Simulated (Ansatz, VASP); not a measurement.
**KH3 in VASP and in Ansatz**

File INCAR:

```
PREC = Accurate ; ENCUT = 600
EDIFF = 1E-7 ; ISMEAR = 0
SIGMA = 0.02 ; LREAL = F
LASPH = T ; NELM = 100
ALGO = Normal ; ISIF = 3
LWAVE = F ; LCHARG = F
GGA = PE ; IBRION = 2
NSW = 100 ; EDIFFG = -0.01
```

File KPOINTS:

```
regular mesh
0
Gamma
  4 4 4
```

POSCAR

```
KH3
1.0
   -4.2616333306      4.2616333306      4.8528542334
    4.2616333306     -4.2616333306      4.8528542334
    4.2616333306      4.2616333306     -4.8528542334
K H
2 6
Direct
    0.5000000000      0.5000000000      0.0000000000
    0.0000000000      0.0000000000      0.0000000000
    0.4688786953      0.9688786953      0.4377573906
    0.9688786953      0.5311213047      0.5000000000
    0.7500000000      0.7500000000      0.0000000000
    0.5311213047      0.0311213047      0.5622426094
    0.0311213047      0.4688786953      0.5000000000
    0.2500000000      0.2500000000      0.0000000000
```

Input for Ansatz:

```yaml
crystal:
  lattice:
    - [-4.2616333306, 4.2616333306, 4.8528542334]
    - [4.2616333306, -4.2616333306, 4.8528542334]
    - [4.2616333306, 4.2616333306, -4.8528542334]
  atoms:
    - { symbol: K, position: [0.5, 0.5, 0.0] }
    - { symbol: K, position: [0.0, 0.0, 0.0] }
    - { symbol: H, position: [0.4688786953, 0.9688786953, 0.4377573906] }
    - { symbol: H, position: [0.9688786953, 0.5311213047, 0.5] }
    - { symbol: H, position: [0.75, 0.75, 0.0] }
    - { symbol: H, position: [0.5311213047, 0.0311213047, 0.5622426094] }
    - { symbol: H, position: [0.0311213047, 0.4688786953, 0.5] }
    - { symbol: H, position: [0.25, 0.25, 0.0] }
basis:
  ecutwfc: 420
kpoints:
  mp_grid: { grid: [4, 4, 4] }
hamiltonian:
  xc: pbe
scf:
  occupations: { method: gaussian, width: 0.02 }
output:
  forces: true
  stress: true
  eigenvalues: true
  write_density: true
  write_potential: true
  elf: true
  volumetric_format: npy
relax:
  adjacent_minimum: "off"
  f_tol: 0.01
  max_steps: 80
  cell: { stress_tol: 0.05 }
```

Alike in both runs: task relaxation of cell and atoms; functional PBE; k mesh 4 × 4 × 4; occupations gaussian, width 0.02 eV; no spin polarisation.

|  | VASP | Ansatz |
| --- | --- | --- |
| version | VASP 6.6.1 | Ansatz 0.2.0 |
| potentials or method | VASP PAW PBE potentials, release 64 (K_sv, H), cutoff 600 eV | scalar-relativistic, plane waves, PAW |
| valence electrons in the cell | 24 | 24 |

```csv
,VASP,Ansatz,Ansatz less VASP
"gap on the k mesh at the Fermi level, each at its own relaxed structure (eV)",2.60,2.59,-0.011
relaxed volume (Å³/atom),47.51,44.07,-3.442
relaxed cell length with the largest relative difference (Å),7.919,7.738,-0.1817
```

One of these differences is far larger than is usual between the two programs; its cause wasn't traced. Ansatz's warnings: xc potential rough in thin density.
